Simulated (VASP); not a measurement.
The system is C.

```
C
1.0
     1.21596   -2.14796    0.00912
     1.22325    2.15217   -0.04137
    -0.09419   -0.08515    7.14765
C
4
Direct
  0.10349 0.94562 0.74880
  0.59081 0.41384 0.23941
  0.92426 0.08600 0.24211
  0.42852 0.58933 0.74862
```

Program: VASP 6.6.1. Alike in all runs: task single point; level LDA; potentials or basis VASP PAW LDA potentials, release 64 (C); no spin polarisation; cell as given; cutoff (eV) 520; smearing gaussian 0.1 eV. Hardware: 1 thread of Intel Xeon 8259CL, on a shared host.

Question: Order these runs on this cell by their wall time, lowest first.
A. k mesh 1 × 1 × 1
B. k mesh 10 × 10 × 4
C. k mesh 4 × 4 × 1
D. k mesh 6 × 6 × 2

Answer: A (2.3 s), C (7.9 s), D (29 s), B (180 s).

Caveats: some runs use coarse meshes.
